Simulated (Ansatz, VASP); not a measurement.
# Ba3Br2: VASP beside Ansatz

```
Ba Br
1.0
     4.54080    0.00000    0.00000
    -2.27040    3.93245    0.00000
     0.00000    0.00000   12.31867
Ba Br
3 2
Direct
  0.00000 0.00000 0.00000
  0.33333 0.66667 0.65025
  0.66667 0.33333 0.34975
  0.33333 0.66667 0.16272
  0.66667 0.33333 0.83728
```

Alike in both runs: functional PBE; k mesh 12 × 12 × 4; occupations gaussian, width 0.1 eV; no spin polarisation.

Ansatz relaxed the structure, and its values are those at the end. VASP's run is a single point on that final structure, the one shown.

|  | VASP | Ansatz |
| --- | --- | --- |
| version | VASP 6.6.1 | Ansatz 0.2.0 |
| potentials or method | VASP PAW PBE potentials, release 64 (Ba_sv, Br), cutoff 520 eV | scalar-relativistic, plane waves, PAW |
| valence electrons in the cell | 44 | 44 |

|  | VASP | Ansatz | Ansatz less VASP |
| --- | --- | --- | --- |
| gap on the k mesh at the Fermi level (eV) | none | none | - |
| pressure (GPa) | 0.3 | 0.0 | -0.26 |
| rms of the force components (eV/Å) | 0.015 | 0.001 | -0.0138 |

A gap of «none» marks a metal or a gap that the smearing closes.

Spin-orbit coupling is off throughout.
